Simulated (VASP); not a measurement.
Here is a VASP 6.6.1 calculation.

INCAR

```
SYSTEM = H3CCl
ALGO = Normal
EDIFF = 1E-7
ENCUT = 520
GGA = PE
ISIF = 2
ISMEAR = -1
IVDW = 12
LASPH = .TRUE.
LCHARG = .FALSE.
LREAL = Auto
LWAVE = .FALSE.
NBANDS = 82
NELM = 100
PREC = Accurate
SIGMA = 0.02
```

KPOINTS

```
k-points
0
G
  1 1 1
  0 0 0
```

Contents of POSCAR:

```
H3CCl
1.0
    8.3815160000      0.0000000000      0.0000000000
    0.0000000000      8.3815160000      0.0000000000
    0.0000000000      0.0000000000      8.3815160000
C Cl H
8 8 24
Direct
    0.3227339780      0.9549823683      0.1429693626
    0.6825256911      0.3829140218      0.4582583867
    0.0818586995      0.8622783754      0.5966223771
    0.8015017808      0.8976299753      0.1104812065
   -0.0088289517      0.3382800916      1.0041262225
    0.5598748484      0.9149896033      0.7430159413
    0.0941595769      0.3690740434      0.4169532099
    0.4266889188      0.4016934407      0.1170551962
    0.4210336173      0.8099966641      0.2702852324
    0.4674452689      0.3949046927      0.5238789737
    0.0797588408      0.9465471402      0.7899525575
    0.9381238430      0.8424967512      0.2608239369
   -0.1787266170      0.4707501602      0.9950347885
    0.6069188438      1.1159675648      0.7932216558
    0.0563024637      0.4044614363      0.6254715734
    0.3893329083      0.4762026345     -0.0782555328
    0.2665150314      1.0432480234      0.2173592462
    0.4212364446      1.0157828250      0.0705361655
    0.2360074240      0.9071151329      0.0535583300
    0.7470247626      0.4647130662      0.5384228820
    0.7137133664      0.2597859385      0.4805097312
    0.6912591946      0.4054517106      0.3329827205
    0.1622856772      0.9397583922      0.5223637347
    0.1212191207      0.7365970548      0.6072648433
   -0.0418778655      0.8702721560      0.5597197452
    0.8112852138      1.0243850874      0.0903416518
    0.8309355969      0.8314844236      0.0043070967
    0.6791014895      0.8756649752      0.1464770812
   -0.0103919148      0.2745803981      1.1186878364
   -0.0062041282      0.2569344257      0.9014479004
    0.1001728088      0.4131591469      1.0090298700
    0.4358400079      0.8943966700      0.7688227285
    0.5759817198      0.9041323789      0.6089829095
    0.6335727331      0.8277380846      0.7940687580
    0.1483144577      0.4851628273      0.3745384487
    0.1852409516      0.2835644530      0.4083270855
   -0.0183737644      0.3304891382      0.3622614334
    0.3163031604      0.3500202111      0.1737633144
    0.5113156140      0.3046465580      0.1082501065
    0.4692110592      0.4970103261      0.1902400473
```

Potentials or basis: VASP PAW PBE potentials, release 64 (C, Cl, H).

Launch:

```bash
$ cat potpaw_PBE.64/C/POTCAR potpaw_PBE.64/Cl/POTCAR potpaw_PBE.64/H/POTCAR > POTCAR
$ mpirun -np 1 vasp_gam > vasp.out
```

Question: What does it give for the dispersion energy per atom?

Answer: -0.054 eV.

Question: What does it give for the largest force?

Answer: 2.854 eV/Å.

Question: What does it give for the band gap on the k mesh?

Answer: 5.43 eV.

Forces in eV/Å, atoms in the order of the input:
```
C    1.363  0.310 -1.530
C   -1.187 -0.016  1.377
C    0.613  0.252 -0.093
C   -0.128  0.227 -0.052
C    0.466  0.573  0.489
C   -0.516  0.923 -2.651
C   -0.412  2.138  0.322
C   -1.182 -0.913  0.115
Cl  -0.752  0.270 -0.411
Cl   1.105  0.175 -0.618
Cl   0.180  0.229  0.691
Cl  -0.027 -0.131  0.110
Cl   0.304 -0.428 -0.039
Cl   0.218 -0.268  0.333
Cl   0.024 -0.166 -0.089
Cl  -0.020 -0.047  0.102
H   -0.300  0.289  0.460
H   -0.854 -0.552  0.752
H    0.504 -0.328  0.855
H   -0.085 -0.179 -0.417
H    0.216 -0.387  0.297
H   -0.084  0.564 -0.708
H   -0.557 -0.801  0.331
H   -0.023  0.439 -0.225
H   -0.077 -0.121 -0.430
H    0.256  0.498 -0.231
H    0.091 -0.197 -0.466
H   -0.221 -0.385  0.334
H   -0.341 -0.187 -0.178
H   -0.151  0.148  0.124
H   -0.341 -0.109 -0.384
H   -0.560 -0.115  0.272
H   -0.205  0.113  0.997
H    1.081 -0.835  1.101
H   -0.861 -0.894 -0.148
H    0.986 -1.353 -0.040
H    0.200  0.302 -0.093
H    0.518  0.525 -0.594
H    0.459 -0.182 -0.120
H    0.302  0.620  0.455
```

Caveat: the k points lie up to 0.75 Å⁻¹ apart.
